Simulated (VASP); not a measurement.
A run of VASP 6.6.1 is set up as follows.

The input INCAR:

```
SYSTEM = Pt
PREC = Accurate ; ENCUT = 520
EDIFF = 1E-6 ; ISMEAR = 0
SIGMA = 0.1 ; LREAL = .FALSE.
LASPH = .TRUE. ; NELM = 100
ALGO = Normal ; ISIF = 2
LWAVE = .FALSE. ; LCHARG = .FALSE.
LDIPOL = .TRUE. ; IDIPOL = 3
DIPOL = 0.5 0.5 0.500 ; GGA = PE
NBANDS = 77
```

Contents of KPOINTS:

```
Automatic mesh
0
G
  12 5 1
  0 0 0
```

POSCAR

```
Pt
1.0
    2.8072932559      0.0000000000      0.0000000000
    0.0000000000      6.8764360353      0.0000000000
    0.0000000000      0.0000000000     24.7247491019
Pt
13
Direct
    0.5000000000      0.6383249264      0.3116792347
    0.0000000000      0.3118435537      0.3346581389
    0.5000000000     -0.0095677260      0.3620599602
    0.0000000000      0.6697753755      0.4054304731
    0.5000000000      0.3259823731      0.4327291564
    0.0000000000      0.0032067084      0.4676330058
    0.5000000000      0.6666666702      0.5000000010
    0.0000000000      0.3301266221      0.5323669935
    0.5000000000      0.0073509548      0.5672708447
    0.0000000000      0.6635579540      0.5945695267
    0.5000000000      0.3429010601      0.6379400388
    0.0000000000      0.0214897858      0.6653418621
    0.5000000000      0.6950084087      0.6883207641
```

Potentials or basis: VASP PAW PBE potentials, release 64 (Pt).

The run is started by

```sh
$ cat potpaw_PBE.64/Pt/POTCAR > POTCAR
$ mpirun -np 1 vasp_std > vasp.out
```

**Question.** Estimate the band gap on the k mesh.

**Answer.** Zero (bands 65 and 66 overlap by 0.86 eV).

**Question.** Estimate the largest force.

**Answer.** 0.035 eV/Å.

Forces in eV/Å, atoms in the order of the input:
```
Pt   0.000 -0.010  0.033
Pt   0.000  0.013  0.009
Pt   0.000 -0.012  0.020
Pt   0.000 -0.004 -0.012
Pt   0.000 -0.020  0.014
Pt   0.000 -0.003 -0.006
Pt   0.000  0.000  0.000
Pt   0.000  0.003  0.006
Pt   0.000  0.020 -0.014
Pt   0.000  0.004  0.012
Pt   0.000  0.012 -0.020
Pt   0.000 -0.013 -0.009
Pt   0.000  0.010 -0.033
```

Caveat: spin-orbit coupling is left out, which moves the levels of the heavy elements.
